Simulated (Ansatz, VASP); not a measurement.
Mg3ZrN: VASP beside Ansatz

The input INCAR:

```
PREC = Accurate
ENCUT = 600
EDIFF = 1E-7
ISMEAR = 0
SIGMA = 0.1
LREAL = False
LASPH = True
NELM = 80
ALGO = Normal
ISIF = 3
LWAVE = False
LCHARG = False
GGA = PE
IBRION = 2
NSW = 100
EDIFFG = -0.01
```

The input KPOINTS:

```
regular mesh
0
Gamma
  12 12 6
```

POSCAR

```
Mg3ZrN
1.0
    5.0370846635      0.0000000000      0.0000000000
   -2.5185423317      4.3622432796      0.0000000000
    0.0000000000      0.0000000000      6.9889552841
Mg Zr N
3 1 1
Direct
    0.3333333333      0.6666666667      0.2884475204
    0.6666666667      0.3333333333      0.2884475204
    0.0000000000      0.0000000000      0.5354261059
    0.0000000000      0.0000000000      0.0734011787
    0.0000000000      0.0000000000      0.8145640147
```

Input for Ansatz:

```yaml
crystal:
  lattice:
    - [5.0370846635, 0.0, 0.0]
    - [-2.5185423317, 4.3622432796, 0.0]
    - [0.0, 0.0, 6.9889552841]
  atoms:
    - { symbol: Mg, position: [0.3333333333, 0.6666666667, 0.2884475204] }
    - { symbol: Mg, position: [0.6666666667, 0.3333333333, 0.2884475204] }
    - { symbol: Mg, position: [0.0, 0.0, 0.5354261059] }
    - { symbol: Zr, position: [0.0, 0.0, 0.0734011787] }
    - { symbol: "N", position: [0.0, 0.0, 0.8145640147] }
basis:
  ecutwfc: 420
kpoints:
  mp_grid: { grid: [12, 12, 6] }
hamiltonian:
  xc: pbe
scf:
  occupations: { method: gaussian, width: 0.1 }
output:
  forces: true
  stress: true
  eigenvalues: true
  write_density: true
  write_potential: true
  elf: true
  volumetric_format: npy
relax:
  adjacent_minimum: "off"
  f_tol: 0.01
  max_steps: 80
  cell: { stress_tol: 0.05 }
```

Alike in both runs: task relaxation of cell and atoms; functional PBE; k mesh 12 × 12 × 6; occupations gaussian, width 0.1 eV; no spin polarisation.

```csv
,VASP,Ansatz
version,VASP 6.6.1,Ansatz 0.2.0
potentials or method,"VASP PAW PBE potentials, release 64 (Mg, Zr_sv, N), cutoff 600 eV","scalar-relativistic, plane waves, PAW"
valence electrons in the cell,23,47
```

|  | VASP | Ansatz | Ansatz less VASP |
| --- | --- | --- | --- |
| gap on the k mesh at the Fermi level, each at its own relaxed structure (eV) | none | none | - |
| relaxed volume (Å³/atom) | 30.68 | 30.74 | +0.057 |
| relaxed cell length with the largest relative difference (Å) | 6.990 | 6.995 | +0.0047 |

A gap of «none» marks a metal or a gap that the smearing closes. VASP's potentials hold 23 valence electrons a cell and Ansatz's 47, so a difference there can come from the potentials and not from the codes.
